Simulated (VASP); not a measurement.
Runs of VASP 6.6.1 on K3TeH. The structure is that of space group P6mm (No. 183), or close to it. The cells are those of the table. 

| task | cell | cutoff (eV) | smearing | gap on the mesh (eV) | pressure (GPa) | relaxed volume (Å³/atom) | largest force (eV/Å) |
| --- | --- | --- | --- | --- | --- | --- | --- |
| single point | a = 5.505, b = 5.505, c = 6.579 Å, angles 90.0, 90.0, 120.0°, 5 atoms | 520 | gaussian 0.1 eV | none | (b) | - | (a) |
| relaxation of cell and atoms | relaxed from a = 5.710, b = 5.710, c = 9.517 Å, angles 90.0, 90.0, 120.0°, 5 atoms | 600 | gaussian 0.02 eV | 1.34 | 0.0 | 54.74 | 0.01 |
| single point | a = 5.710, b = 5.710, c = 9.517 Å, angles 90.0, 90.0, 120.0°, 5 atoms | 520 | gaussian 0.1 eV | 1.39 | 0.1 | - | 0.02 |
| single point | a = 5.777, b = 5.777, c = 9.489 Å, angles 90.0, 90.0, 120.0°, 5 atoms | 520 | gaussian 0.02 eV | 1.33 | 0.0 | - | 0.01 |
| relaxation of cell and atoms | relaxed from a = 5.505, b = 5.505, c = 6.579 Å, angles 90.0, 90.0, 120.0°, 5 atoms | 600 | gaussian 0.1 eV | 1.29 | 0.0 | 55.22 | 0.04 |

Alike in all rows: level PBE; potentials or basis VASP PAW PBE potentials, release 64 (K_sv, Te, H); no spin polarisation; k mesh 6 × 6 × 4.

Fill in the values left out.

(a) 4.39; (b) 7.0.

Caveats: spin-orbit coupling is left out, which moves the levels of the heavy elements; forces of over 1 eV/Å act on the atoms, so gaps and moduli don't describe the material at rest (some runs); the volume moved by over 15 % at a fixed basis, so the end points are rough (some runs).

A k mesh can miss the band edges, and the runs leave out spin-orbit coupling on Te.

A gap of «none» marks levels without a gap at the run's occupations.
